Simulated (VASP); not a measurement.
Wanted: the native input for a VASP 6.6.1 run.

```yaml
Task: single point
Functional: LDA
Potentials_or_basis: VASP PAW LDA potentials, release 64 (W_sv, Si)
Cutoff: 520 eV
k_mesh: 13 × 13 × 13
Occupations: fermi-dirac, width 0.05 eV
Spin: no spin polarisation
Dipole_correction: no
Further_INCAR_settings: ALGO = Normal; EDIFF = 1e-06; NBANDS = 16
```

The structure of SiW (CsCl type) lies in POSCAR:

```
SiW
1.0
    2.4686679328      0.0000000000      0.0000000000
    0.0000000000      2.4686679328      0.0000000000
    0.0000000000      0.0000000000      2.4686679328
W Si
1 1
Direct
    0.0000000000      0.0000000000      0.0000000000
    0.5000000000      0.5000000000      0.5000000000
```

This cell differs from its parent crystal: volume scaled by 0.55.

These files were run (other wordings do the same):

INCAR

```
SYSTEM = SiW
PREC     = Accurate       ! precision mode
ENCUT    = 520            ! plane-wave cutoff, eV
EDIFF    = 1E-6           ! SCF threshold, eV
ISMEAR   = -1             ! smearing method
SIGMA    = 0.05           ! smearing width, eV
LREAL    = .FALSE.        ! projectors in reciprocal space
LASPH    = .TRUE.         ! aspherical terms in the spheres
NELM     = 60             ! most SCF steps
ALGO     = Normal         ! electronic algorithm
ISIF     = 2              ! what is computed and relaxed
LWAVE    = .FALSE.        ! write WAVECAR
LCHARG   = .FALSE.        ! write CHGCAR
GGA      = CA             ! functional
NBANDS   = 16             ! bands
```

KPOINTS

```
Automatic mesh
0
G
  13 13 13
  0 0 0
```

Potentials or basis: VASP PAW LDA potentials, release 64 (W_sv, Si).

Run with:

```bash
$ cat potpaw_LDA.64/W_sv/POTCAR potpaw_LDA.64/Si/POTCAR > POTCAR
$ mpirun -np 1 vasp_std > vasp.out
```

It gave:

```
Pressure               : 522.9 GPa
Band gap on the k mesh : zero (band 9 reaches 29.51 eV, above the bottom of band 10 at 20.67 eV)
```

Caveat: spin-orbit coupling is left out, which moves the levels of the heavy elements.

Run time: 11 s on 1 thread of AMD EPYC 7R13 Processor (Zen 3) (shared host), peak memory 0.1 GiB.
